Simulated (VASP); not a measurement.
Here is a VASP 6.6.1 calculation.

File INCAR:

```
PREC = Accurate ; ENCUT = 520
EDIFF = 1E-6 ; ISMEAR = 0
SIGMA = 0.05 ; LREAL = F
LASPH = T ; NELM = 100
ALGO = Normal ; ISIF = 2
LWAVE = F ; LCHARG = T
GGA = PE ; LELF = T
LVHAR = T ; NBANDS = 16
```

The input KPOINTS:

```
Automatic mesh
0
Gamma
  12 12 7
```

File POSCAR:

```
AlN
1.0
    3.1595662708      0.0000000000      0.0000000000
   -1.5797831354      2.7362646554      0.0000000000
    0.0000000000      0.0000000000      5.0666310525
Al N
2 2
Direct
    0.6666666700      0.3333333300      0.4992870000
    0.3333333300      0.6666666700      0.9992870000
    0.6666666700      0.3333333300      0.8807130000
    0.3333333300      0.6666666700      0.3807130000
```

Potentials or basis: VASP PAW PBE potentials, release 64 (Al, N).

The run is started by

```sh
$ cat potpaw_PBE.64/Al/POTCAR potpaw_PBE.64/N/POTCAR > POTCAR
$ mpirun -np 1 vasp_std > vasp.out
```

(1) Predict the band gap on the k mesh.

(2) Predict the largest force.

(3) What does it give for the pressure?

Results:

(1) 3.80 eV, direct.

(2) 0.007 eV/Å.

(3) -5.4 GPa.
